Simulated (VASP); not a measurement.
Write the native input for VASP 6.6.1 that does the following.

```yaml
Task: single point
Functional: PBE
Potentials_or_basis: VASP PAW PBE potentials, release 64 (Ti_sv, Te)
Cutoff: 520 eV
k_mesh: 12 × 12 × 14
Occupations: gaussian, width 0.1 eV
Spin: no spin polarisation
Dipole_correction: no
Further_INCAR_settings: ALGO = Normal; EDIFF = 1e-07; NBANDS = 19
```

The structure of TiTe2 lies in POSCAR:

```
TiTe2
1.0
    5.3410592648      0.0000000000      0.0000000000
   -2.6705296324      4.6254930065      0.0000000000
    0.0000000000      0.0000000000      3.0673016555
Ti Te
1 2
Direct
    0.0000000000      0.0000000000      0.0000000000
    0.3333333333      0.6666666667      0.5000000000
    0.6666666667      0.3333333333      0.5000000000
```

One way to write it, as run:

INCAR

```
SYSTEM = TiTe2
ALGO = Normal ; EDIFF = 1E-7
ENCUT = 520 ; GGA = PE
ISIF = 2 ; ISMEAR = 0
LASPH = .TRUE. ; LCHARG = .FALSE.
LREAL = .FALSE. ; LWAVE = .FALSE.
NBANDS = 19 ; NELM = 80
PREC = Accurate ; SIGMA = 0.1
```

KPOINTS

```
k-points
0
G
  12 12 14
  0 0 0
```

Potentials or basis: VASP PAW PBE potentials, release 64 (Ti_sv, Te).

Run with:

```sh
$ cat potpaw_PBE.64/Ti_sv/POTCAR potpaw_PBE.64/Te/POTCAR > POTCAR
$ mpirun -np 1 vasp_std > vasp.out
```

Results of the run:

```yaml
Pressure: 0.0 GPa
Band_gap_on_the_k_mesh: zero (bands 12 and 13 overlap by 1.24 eV)
```

Caveat: spin-orbit coupling is left out, which moves the levels of the heavy elements.

It took 5.8 min on 1 thread of Intel Xeon 8259CL, on a shared host, peak memory 0.35 GiB.
